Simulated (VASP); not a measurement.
# Sb8H in VASP: single point with PBE

Aim: the single point of Sb8H with PBE.

Everything below comes from runs of VASP 6.6.1. Logs are shortened: lines on timing, memory, paths and dates and some standing lists are left out, and cuts for length are marked.

## Step 1: The cell of the first run

The cell holds a slab with vacuum, 9 atoms: a = 4.308 Å, b = 4.308 Å, c = 28.783 Å, α = 90.00°, β = 90.00°, γ = 120.00°.

## Step 2: Single point, PBE

Contents of INCAR:

```
  ALGO = Normal
  DIPOL = 0.5 0.5 0.537
  EDIFF = 1E-6
  ENCUT = 400
  GGA = PE
  GGA_COMPAT = F
  IDIPOL = 3
  ISIF = 2
  ISMEAR = 0
  LASPH = T
  LCHARG = T
  LDIPOL = T
  LELF = T
  LREAL = F
  LVACPOTAV = T
  LVHAR = T
  LWAVE = F
  NBANDS = 30
  NELM = 120
  NELMDL = -8
  PREC = Accurate
  SIGMA = 0.05
```

Contents of KPOINTS:

```
k-points
0
Gamma
  6 6 1
```

Contents of POSCAR:

```
Sb8H
1.0
    4.3084000000      0.0000000000      0.0000000000
   -2.1542000000      3.7311838497      0.0000000000
    0.0000000000      0.0000000000     28.7832128000
Sb H
8 1
Direct
    0.6666666667      0.3333333333      0.2779397858
    0.0000000000      0.0000000000      0.3303735711
    0.3475758520      0.6747328857      0.4151676479
    0.6626683234      0.3323270476      0.4700707543
    0.0471300789      0.0257448876      0.5492612518
    0.3375975078      0.6710790508      0.6062903605
    0.7474748346      0.3764885249      0.6790847592
   -0.0238392890     -0.0091307360      0.7399410973
    0.5401425921     -0.2268923888      0.7647014089
```

Potentials or basis: VASP PAW PBE potentials, release 64 (Sb, H).

The run is started by

```console
> cat potpaw_PBE.64/Sb/POTCAR potpaw_PBE.64/H/POTCAR > POTCAR
> mpirun -np 1 vasp_std > vasp.out
```

OUTCAR:

```text
EDIFF = 1E-6
   ENCUT = 400
   GGA = PE
   ISIF = 2
   ISMEAR = 0
   LASPH = T
   LREAL = F
   NELM = 120
   NELMDL = -8
   PREC = Accurate

 ion  position               nearest neighbor table
   1  0.667  0.333  0.278-   2 2.91   2 2.91   2 2.91
   2  0.000  0.000  0.330-   1 2.91   1 2.91   1 2.91   3 3.45   3 3.50   3 3.51
   3  0.348  0.675  0.415-   4 2.92   4 2.92   4 3.00   2 3.45   2 3.50   2 3.51
   4  0.663  0.332  0.470-   3 2.92   3 2.92   3 3.00   5 3.24   5 3.45   5 3.45
   5  0.047  0.026  0.549-   6 2.92   6 2.92   6 3.11   4 3.24   4 3.45   4 3.45
   6  0.338  0.671  0.606-   5 2.92   5 2.92   7 3.04   5 3.11   7 3.37   7 3.37
   7  0.747  0.376  0.679-   8 2.90   8 2.90   6 3.04   8 3.37   6 3.37   6 3.37
   8  0.976  0.991  0.740-   9 1.78   7 2.90   7 2.90   7 3.37
   9  0.540  0.773  0.765-   8 1.78

  LATTYP: Found a hexagonal cell.
 ALAT       =     4.3084000000
 C/A-ratio  =     6.6807197103

  Lattice vectors:

 A1 = (   4.3084000000,   0.0000000000,   0.0000000000)
 A2 = (  -2.1542000000,   3.7311838497,   0.0000000000)
 A3 = (   0.0000000000,   0.0000000000,  28.7832128000)

Analysis of symmetry for initial positions (statically):
=====================================================================
 Subroutine PRICEL returns:
 Original cell was already a primitive cell.

 Routine SETGRP: Setting up the symmetry group for a
 hexagonal supercell.

 Subroutine GETGRP returns: Found  1 space group operations
 (whereof  1 operations were pure point group operations)
 out of a pool of 24 trial point group operations.

The static configuration has the point symmetry C_1 .

Analysis of symmetry for dynamics (positions and initial velocities):
=====================================================================
 Subroutine PRICEL returns:
 Original cell was already a primitive cell.

 Routine SETGRP: Setting up the symmetry group for a
 hexagonal supercell.

 Subroutine GETGRP returns: Found  1 space group operations
 (whereof  1 operations were pure point group operations)
 out of a pool of 24 trial point group operations.

The dynamic configuration has the point symmetry C_1 .

 Subroutine INISYM returns: Found  1 space group operations
 (whereof  1 operations are pure point group operations),
 and found     1 'primitive' translations

----------------------------------------------------------------------------------------

                                     Primitive cell

  volume of cell :     462.7026

  direct lattice vectors                    reciprocal lattice vectors
     4.308400000  0.000000000  0.000000000     0.232104726  0.134005726  0.000000000
    -2.154200000  3.731183850  0.000000000     0.000000000  0.268011452  0.000000000
     0.000000000  0.000000000 28.783212800     0.000000000  0.000000000  0.034742473

  length of vectors
     4.308400000  4.308400000 28.783212800     0.268011452  0.268011452  0.034742473

  position of ions in fractional coordinates (direct lattice)
     0.666666667  0.333333333  0.277939786
     0.000000000  0.000000000  0.330373571
     0.347575852  0.674732886  0.415167648
     0.662668323  0.332327048  0.470070754
     0.047130079  0.025744888  0.549261252
     0.337597508  0.671079051  0.606290360
     0.747474835  0.376488525  0.679084759
     0.976160711  0.990869264  0.739941097
     0.540142592  0.773107611  0.764701409

  ion indices of the primitive-cell ions
   primitive index   ion index
                 1           1
                 2           2
                 3           3
                 4           4
                 5           5
                 6           6
                 7           7
                 8           8
                 9           9

----------------------------------------------------------------------------------------

 KPOINTS: k-points

Automatic generation of k-mesh.
 Grid dimensions read from file:
 generate k-points for:    6    6    1

 Generating k-lattice:

  Cartesian coordinates                     Fractional coordinates (reciprocal lattice)
     0.038684121  0.022334288  0.000000000     0.166666667  0.000000000  0.000000000
     0.000000000  0.044668575  0.000000000     0.000000000  0.166666667  0.000000000
     0.000000000  0.000000000  0.034742473     0.000000000  0.000000000  1.000000000

  Length of vectors
     0.044668575  0.044668575  0.034742473

  Shift w.r.t. Gamma in fractional coordinates (k-lattice)
     0.000000000  0.000000000  0.000000000

 Subroutine IBZKPT returns following result:
 ===========================================

 Found     20 irreducible k-points:

 Following reciprocal coordinates:
            Coordinates               Weight
  0.000000  0.000000  0.000000      1.000000
  0.166667  0.000000  0.000000      2.000000
  0.000000  0.166667  0.000000      2.000000
 -0.166667  0.166667  0.000000      2.000000
  0.333333 -0.000000  0.000000      2.000000
  0.000000  0.333333  0.000000      2.000000
[... 12 lines left out ...]
  0.500000 -0.166667  0.000000      2.000000
  0.333333  0.333333  0.000000      2.000000
   k-points           NKPTS =     20   k-points in BZ     NKDIM =     20   number of bands    NBANDS=     30
   number of dos      NEDOS =    301   number of ions     NIONS =      9
   total plane-waves  NPLWV = 150528
   dimension x,y,z NGX =    28 NGY =   28 NGZ =  192
   dimension x,y,z NGXF=    56 NGYF=   56 NGZF=  384
   ions per type =               8   1
   NGX,Y,Z   is equivalent  to a cutoff of  10.80, 10.80, 11.09 a.u.
   NGXF,Y,Z  is equivalent  to a cutoff of  21.61, 21.61, 22.18 a.u.
 SYSTEM =  unknown system
   PREC   = accura    normal or accurate (medium, high low for compatibility)
   ISTART =      0    job   : 0-new  1-cont  2-samecut
   ICHARG =      2    charge: 1-file 2-atom 10-const
   ISPIN  =      1    spin polarized calculation?
   LNONCOLLINEAR =      F non collinear calculations
   LSORBIT =      F    spin-orbit coupling
   LASPH  =      T    aspherical Exc in radial PAW
   ENCUT  =  400.0 eV  29.40 Ry    5.42 a.u.   7.03  7.03 46.94*2*pi/ulx,y,z
   NELM   =    120;   NELMIN=  2; NELMDL= -8     # of ELM steps
   EDIFF  = 0.1E-05   stopping-criterion for ELM
   LREAL  =      F    real-space projection
   EDIFFG = 0.1E-04   stopping-criterion for IOM
   NSW    =      0    number of steps for IOM
   IBRION =     -1    ionic relax: 0-MD 1-quasi-New 2-CG
   NFREE  =      0    steps in history (QN), initial steepest desc. (CG)
   ISIF   =      2    stress and relaxation
   ISYM   =      2    0-nonsym 1-usesym 2-fastsym
   POTIM  = 0.5000    time-step for ionic-motion
   TEBEG  =    0.0;   TEEND  =   0.0 temperature during run
   PSTRESS=    0.0 pullay stress
   NELECT =      41.0000    total number of electrons
   NUPDOWN=      -1.0000    fix difference up-down
   EMIN   =  10.00;   EMAX   =-10.00  energy-range for DOS
   EFERMI =   0.00;   METHOD = LEGACY
   ISMEAR =     0;   SIGMA  =   0.05  broadening in eV -4-tet -1-fermi 0-gaus
   EFERMI_NEDOS =   21; number of points for ismear=-14 and -15
   IALGO  =     38    algorithm
   IMIX   =      4    mixing-type and parameters
     AMIX     =   0.40;   BMIX     =  1.00
     AMIX_MAG =   1.60;   BMIX_MAG =  1.00
  volume/ion in A,a.u.               =      51.41       346.94
  Fermi-wavevector in a.u.,A,eV,Ry     =   0.729853  1.379222  7.247627  0.532686
  Thomas-Fermi vector in A             =   1.821678
   LORBIT       =      0    0 simple, 1 ext, 2 COOP (PROOUT), +10 PAW based schemes
   GGA     = PE    functional components
   LHFCALC =     F    Hartree Fock is set to
   AEXX    =    0.0000 exact exchange contribution
   IVDW    =     0    specifies the selected vdW correction
   LEPSILON=     F    determine dielectric tensor
   LRPA    =     F    only Hartree local field effects (RPA)
 non-spin polarized calculation
 Gauss-broadening in eV      SIGMA  =   0.05
  energy-cutoff  :      400.00
  volume of cell :      462.70
 maximum number of plane-waves:      8433
   NGX = 15   NGY = 15   NGZ = 93

 dipolmoment           0.000000      0.000000      0.000085 electrons x Angstroem

 number of electron      40.9999999 magnetization

 dipolmoment           0.000000      0.000000     -0.001463 electrons x Angstroem

 Free energy of the ion-electron system (eV)
  ---------------------------------------------------
  ext. energy  EPLUGINS =         0.00000000
  ---------------------------------------------------
  free energy    TOTEN  =       -35.36034398 eV

  energy without entropy =      -35.35403460  energy(sigma->0) =      -35.35718929

 E-fermi :   1.6248     XC(G=0):  -5.6434

 val. band max:        1.6076691462   @ k =   0.0000   0.0000   0.0000
 cond. band min:       1.6437973535   @ k =   0.0000   0.3333   0.0000
 fundamental gap:      0.0361282073
 Fermi energy:         1.6248273136

 k-point     1 :       0.0000    0.0000    0.0000
  band No.  band energies     occupation
      1     -10.5303      2.00000
      2     -10.2435      2.00000
      3      -9.8266      2.00000
      4      -9.3095      2.00000
      5      -7.0250      2.00000
      6      -5.9624      2.00000
[... 22 lines left out ...]
     29       3.8986      0.00000
     30       4.0095      0.00000

 k-point     2 :       0.1667    0.0000    0.0000
  band No.  band energies     occupation
      1     -10.2686      2.00000
      2      -9.9878      2.00000
      3      -9.5847      2.00000
      4      -9.1014      2.00000
      5      -6.8592      2.00000
      6      -5.9211      2.00000
[... 22 lines left out ...]
     29       4.2796      0.00000
     30       4.4021      0.00000

 k-point     3 :       0.0000    0.1667    0.0000
  band No.  band energies     occupation
      1     -10.2588      2.00000
      2      -9.9783      2.00000
      3      -9.5711      2.00000
      4      -9.0656      2.00000
      5      -6.9338      2.00000
      6      -5.9664      2.00000
[... 22 lines left out ...]
     29       4.3502      0.00000
     30       4.5475      0.00000

 k-point     4 :      -0.1667    0.1667    0.0000
  band No.  band energies     occupation
      1     -10.2587      2.00000
      2      -9.9782      2.00000
      3      -9.5711      2.00000
      4      -9.0655      2.00000
      5      -6.9332      2.00000
      6      -5.9659      2.00000
[... 22 lines left out ...]
     29       4.3487      0.00000
     30       4.5447      0.00000

 k-point     5 :       0.3333   -0.0000    0.0000
  band No.  band energies     occupation
      1      -9.5294      2.00000
      2      -9.2747      2.00000
      3      -8.9399      2.00000
      4      -8.5979      2.00000
      5      -6.6178      2.00000
      6      -6.2260      2.00000
[... 22 lines left out ...]
     29       4.8278      0.00000
     30       4.9097      0.00000
[... 394 lines left out ...]
     29       5.0417      0.00000
     30       5.3792      0.00000

 k-point    18 :       0.1667    0.3333    0.0000
  band No.  band energies     occupation
      1      -8.7692      2.00000
      2      -8.5681      2.00000
      3      -8.3071      2.00000
      4      -8.0201      2.00000
      5      -7.2621      2.00000
      6      -6.8948      2.00000
[... 22 lines left out ...]
     29       4.9902      0.00000
     30       5.4691      0.00000

 k-point    19 :       0.5000   -0.1667    0.0000
  band No.  band energies     occupation
      1      -8.8677      2.00000
      2      -8.6450      2.00000
      3      -8.4156      2.00000
      4      -8.2141      2.00000
      5      -6.9199      2.00000
      6      -6.6741      2.00000
[... 22 lines left out ...]
     29       5.0199      0.00000
     30       5.2232      0.00000

 k-point    20 :       0.3333    0.3333    0.0000
  band No.  band energies     occupation
      1      -8.1006      2.00000
      2      -7.8537      2.00000
      3      -7.6987      2.00000
      4      -7.6687      2.00000
      5      -7.5194      2.00000
      6      -7.4750      2.00000
[... 22 lines left out ...]
     29       5.5436      0.00000
     30       6.0394      0.00000

------------------------ aborting loop because EDIFF is reached ----------------------------------------

  FORCE on cell =-STRESS in cart. coord.  units (eV):
  Direction    XX          YY          ZZ          XY          YZ          ZX
  --------------------------------------------------------------------------------------
  -------------------------------------------------------------------------------------
  Total        1.4205908      0.6984833      0.3119197      0.5738967      0.0035340      0.0771216
  in kB        4.9190093      2.4186035      1.0800687      1.9872037      0.0122369      0.2670450
  external PRESSURE =       2.8058938 kB  Pullay stress =       0.0000000 kB

 VOLUME and BASIS-vectors are now :
 -----------------------------------------------------------------------------
  energy-cutoff  :      400.00
  volume of cell :      462.70
      direct lattice vectors                 reciprocal lattice vectors
     4.308400000  0.000000000  0.000000000     0.232104726  0.134005726  0.000000000
    -2.154200000  3.731183850  0.000000000     0.000000000  0.268011452  0.000000000
     0.000000000  0.000000000 28.783212800     0.000000000  0.000000000  0.034742473

 POSITION                                       TOTAL-FORCE (eV/Angst)
 -----------------------------------------------------------------------------------
      2.15420      1.24373      8.00000         0.076184      0.045493     -0.318250
      0.00000      0.00000      9.50921        -0.101010     -0.057171      0.360275
      0.04399      2.51755     11.94986         0.004376      0.003564     -0.042187
      2.13914      1.23997     13.53015         0.026600      0.015925     -0.011134
      0.14760      0.09606     15.80950        -0.056831     -0.032763      0.059995
      0.00887      2.50392     17.45098         0.043914      0.023609     -0.075447
      2.40939      1.40475     19.54624        -0.028373     -0.017106      0.029627
      2.07116      3.69712     21.29788         0.096721      0.054698     -0.030187
      0.66172      2.88461     22.01056        -0.061582     -0.036248      0.027308
 -----------------------------------------------------------------------------------
    total drift:                                0.000157      0.000248      0.000128

  FREE ENERGIE OF THE ION-ELECTRON SYSTEM (eV)
  ---------------------------------------------------
  free  energy   TOTEN  =       -35.3603439786 eV

  energy  without entropy=      -35.3540346002  energy(sigma->0) =      -35.35718929

 vacuum level on the upper side and lower side of the slab         5.966         5.982
```

Wall time 10 min (1 thread of AMD EPYC 7R13 (Zen 3), shared host); peak memory 0.4 GiB.

What came out:

```
Free energy   : -35.3603 eV
Largest force : 0.379 eV/Å
```

Forces on the atoms (eV/Å):
```
Sb   0.076  0.045 -0.318
Sb  -0.101 -0.057  0.360
Sb   0.004  0.004 -0.042
Sb   0.027  0.016 -0.011
Sb  -0.057 -0.033  0.060
Sb   0.044  0.024 -0.075
Sb  -0.028 -0.017  0.030
Sb   0.097  0.055 -0.030
H   -0.062 -0.036  0.027
```

Caveat: spin-orbit coupling is left out, which moves the levels of the heavy elements.
